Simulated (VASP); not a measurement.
# Au (Fm-3m) in VASP: notebook, part 2 of 2

VASP 6.6.1.

## Step 4: Single point, LDA

This run uses another cell than the first one, of 17.53 Å³/atom, 1.040 times its volume.

INCAR reads:

```
SYSTEM = Au
PREC = Accurate
ENCUT = 500
EDIFF = 1E-6
ISMEAR = 0
SIGMA = 0.1
LREAL = .False.
LASPH = .True.
NELM = 120
ALGO = Normal
ISIF = 2
LWAVE = .False.
LCHARG = .False.
GGA = CA
NBANDS = 12
GGA_COMPAT = .False.
```

KPOINTS reads:

```
regular mesh
0
Gamma
  14 14 14
  0 0 0
```

POSCAR reads:

```
Au
1.0
    0.0000000000      2.0617793868      2.0617793868
    2.0617793868      0.0000000000      2.0617793868
    2.0617793868      2.0617793868      0.0000000000
Au
1
Direct
    0.0000000000      0.0000000000      0.0000000000
```

Potentials or basis: VASP PAW LDA potentials, release 64 (Au).

The run is started by

```console
> cat potpaw_LDA.64/Au/POTCAR > POTCAR
> mpirun -np 1 vasp_std > vasp.out
```

OUTCAR:

```text
SYSTEM = Au
   PREC = Accurate
   ENCUT = 500
   EDIFF = 1E-6
   ISMEAR = 0
   LREAL = .False.
   LASPH = .True.
   NELM = 120
   ISIF = 2
   GGA = CA

 ion  position               nearest neighbor table
   1  0.000  0.000  0.000-

  LATTYP: Found a face centered cubic cell.
 ALAT       =     4.1235587736

  Lattice vectors:

 A1 = (   0.0000000000,   2.0617793868,   2.0617793868)
 A2 = (   2.0617793868,   0.0000000000,   2.0617793868)
 A3 = (   2.0617793868,   2.0617793868,   0.0000000000)

Analysis of symmetry for initial positions (statically):
=====================================================================
 Subroutine PRICEL returns:
 Original cell was already a primitive cell.

 Routine SETGRP: Setting up the symmetry group for a
 face centered cubic supercell.

 Subroutine GETGRP returns: Found 48 space group operations
 (whereof 48 operations were pure point group operations)
 out of a pool of 48 trial point group operations.

The static configuration has the point symmetry O_h .

Analysis of symmetry for dynamics (positions and initial velocities):
=====================================================================
 Subroutine PRICEL returns:
 Original cell was already a primitive cell.

 Routine SETGRP: Setting up the symmetry group for a
 face centered cubic supercell.

 Subroutine GETGRP returns: Found 48 space group operations
 (whereof 48 operations were pure point group operations)
 out of a pool of 48 trial point group operations.

The dynamic configuration has the point symmetry O_h .

 Subroutine INISYM returns: Found 48 space group operations
 (whereof 48 operations are pure point group operations),
 and found     1 'primitive' translations

----------------------------------------------------------------------------------------

                                     Primitive cell

  volume of cell :      17.5290

  direct lattice vectors                    reciprocal lattice vectors
     0.000000000  2.061779387  2.061779387    -0.242508972  0.242508972  0.242508972
     2.061779387  0.000000000  2.061779387     0.242508972 -0.242508972  0.242508972
[... 113 lines left out ...]
   LRPA    =     F    only Hartree local field effects (RPA)
 non-spin polarized calculation
 Gauss-broadening in eV      SIGMA  =   0.10
  energy-cutoff  :      500.00
  volume of cell :       17.53
 maximum number of plane-waves:       459
 NGX is ok and might be reduce to    24
   NGX = 11   NGY = 11   NGZ = 11

 number of electron      11.0000001 magnetization

 Free energy of the ion-electron system (eV)
  ---------------------------------------------------
  ext. energy  EPLUGINS =         0.00000000
  ---------------------------------------------------
  free energy    TOTEN  =        -4.41753586 eV

  energy without entropy =       -4.41633922  energy(sigma->0) =       -4.41693754

 E-fermi :   8.7282     XC(G=0): -12.8213

 val. band max:        8.6497873906   @ k =   0.5000   0.2857   0.1429
 cond. band min:       8.7995895244   @ k =   0.5000   0.3571   0.1429
 fundamental gap:      0.1498021338
 Fermi energy:         8.7282140181

 k-point     1 :       0.0000    0.0000    0.0000
  band No.  band energies     occupation
      1      -0.8058      2.00000
      2       4.2514      2.00000
      3       4.2514      2.00000
      4       4.2514      2.00000
      5       5.7162      2.00000
      6       5.7162      2.00000
      7      23.3379      0.00000
      8      27.1284      0.00000
      9      27.1284      0.00000
     10      27.1284      0.00000
     11      32.0707      0.00000
     12      36.3339      0.00000
[... 331 lines left out ...]
 k-point    24 :       0.2857    0.1429    0.0000
  band No.  band energies     occupation
      1       1.3716      2.00000
      2       3.5640      2.00000
      3       4.5354      2.00000
      4       4.9182      2.00000
      5       5.7545      2.00000
      6       6.2591      2.00000
      7      20.5843      0.00000
      8      24.8213      0.00000
      9      24.8589      0.00000
     10      26.8539      0.00000
     11      29.4661      0.00000
     12      32.9503      0.00000

 [... further k-points ...]

------------------------ aborting loop because EDIFF is reached ----------------------------------------

  FORCE on cell =-STRESS in cart. coord.  units (eV):
  Direction    XX          YY          ZZ          XY          YZ          ZX
  --------------------------------------------------------------------------------------
  -------------------------------------------------------------------------------------
  Total       -0.9716265     -0.9716265     -0.9716265     -0.0000000     -0.0000000     -0.0000000
  in kB      -88.8082624    -88.8082624    -88.8082624     -0.0000000     -0.0000000     -0.0000000
  external PRESSURE =     -88.8082624 kB  Pullay stress =       0.0000000 kB

 VOLUME and BASIS-vectors are now :
 -----------------------------------------------------------------------------
  energy-cutoff  :      500.00
  volume of cell :       17.53
      direct lattice vectors                 reciprocal lattice vectors
     0.000000000  2.061779387  2.061779387    -0.242508972  0.242508972  0.242508972
     2.061779387  0.000000000  2.061779387     0.242508972 -0.242508972  0.242508972
     2.061779387  2.061779387  0.000000000     0.242508972  0.242508972 -0.242508972

 POSITION                                       TOTAL-FORCE (eV/Angst)
 -----------------------------------------------------------------------------------
      0.00000      0.00000      0.00000         0.000000      0.000000      0.000000
 -----------------------------------------------------------------------------------
    total drift:                               -0.000000      0.000000     -0.000000

  FREE ENERGIE OF THE ION-ELECTRON SYSTEM (eV)
  ---------------------------------------------------
  free  energy   TOTEN  =        -4.4175358627 eV

  energy  without entropy=       -4.4163392154  energy(sigma->0) =       -4.41693754
```

Run time: 15 s. Hardware: 1 thread of Intel Xeon 8259CL, shared host; peak memory 0.14 GiB.

Results:

```yaml
Free_energy: -4.4175 eV
Pressure: -8.9 GPa
```

Levels at points of the mesh, in eV from the Fermi level:
| k point | band 3 | band 4 | band 5 | band 6 | band 7 | band 8 | band 9 | band 10 |
| --- | --- | --- | --- | --- | --- | --- | --- | --- |
| (0.00, 0.00, 0.00) | -4.48 | -4.48 | -3.01 | -3.01 | 14.61 | 18.40 | 18.40 | 18.40 |
| (0.50, 0.00, 0.00) | -4.50 | -1.86 | -1.86 | -0.79 | 2.98 | 14.06 | 16.89 | 16.89 |
| (0.50, 0.50, 0.00) | -1.90 | -1.56 | -1.56 | 1.12 | 5.60 | 9.92 | 9.92 | 17.03 |

Caveat: spin-orbit coupling is left out, which moves the levels of the heavy elements.

## Step 5: Single point, LDA

This run uses another cell than the first one, of 17.87 Å³/atom, 1.060 times its volume.

INCAR reads:

```
SYSTEM = Au
ALGO     = Normal         ! electronic algorithm
EDIFF    = 1E-6           ! SCF threshold, eV
ENCUT    = 500            ! plane-wave cutoff, eV
GGA_COMPAT= .FALSE.      
ISIF     = 2              ! what is computed and relaxed
ISMEAR   = 0              ! smearing method
LASPH    = .TRUE.         ! aspherical terms in the spheres
LCHARG   = .FALSE.        ! write CHGCAR
LREAL    = .FALSE.        ! projectors in reciprocal space
LWAVE    = .FALSE.        ! write WAVECAR
NBANDS   = 12             ! bands
NELM     = 120            ! most SCF steps
PREC     = Accurate       ! precision mode
SIGMA    = 0.1            ! smearing width, eV
```

KPOINTS reads:

```
k-points
0
G
  14 14 14
  0 0 0
```

POSCAR reads:

```
Au
1.0
    0.0000000000      2.0749120936      2.0749120936
    2.0749120936      0.0000000000      2.0749120936
    2.0749120936      2.0749120936      0.0000000000
Au
1
Direct
    0.0000000000      0.0000000000      0.0000000000
```

The run is started by

```console
> cat potpaw_LDA.64/Au/POTCAR > POTCAR
> mpirun -np 1 vasp_std > vasp.out
```

Wall time 16 s (1 thread of Intel Xeon 8259CL, shared host); peak memory 0.14 GiB.

The run converged. Its results:

```yaml
Free_energy: -4.3964 eV
Pressure: -11.4 GPa
```

Levels at points of the mesh, in eV from the Fermi level:
| k point | band 2 | band 3 | band 4 | band 5 | band 6 | band 7 | band 8 | band 9 | band 10 | band 11 |
| --- | --- | --- | --- | --- | --- | --- | --- | --- | --- | --- |
| (0.00, 0.00, 0.00) | -4.37 | -4.37 | -4.37 | -2.95 | -2.95 | 14.64 | 18.32 | 18.32 | 18.32 | 23.20 |
| (0.50, 0.00, 0.00) | -4.39 | -4.39 | -1.84 | -1.84 | -0.69 | 2.89 | 14.09 | 16.75 | 16.75 | 24.31 |
| (0.50, 0.50, 0.00) | -6.28 | -1.88 | -1.55 | -1.55 | 1.19 | 5.46 | 9.88 | 9.88 | 16.83 | 19.31 |

Caveat: spin-orbit coupling is left out, which moves the levels of the heavy elements.

## Step 6: Overview

| cell | gap on the mesh (eV) | pressure (GPa) |
| --- | --- | --- |
| a = 2.878 Å, angles 60.0°, 1 atom | none | -2.6 |
| a = 2.897 Å, angles 60.0°, 1 atom | none | -6.0 |
| a = 2.916 Å, angles 60.0°, 1 atom | none | -8.9 |
| a = 2.934 Å, angles 60.0°, 1 atom | none | -11.4 |

Alike in all rows: task single point; level LDA; potentials or basis VASP PAW LDA potentials, release 64 (Au); no spin polarisation; k mesh 14 × 14 × 14; cutoff (eV) 500; smearing gaussian 0.1 eV.

Caveats: spin-orbit coupling is left out, which moves the levels of the heavy elements.

Absolute energies hang on the potentials; compare differences alone.
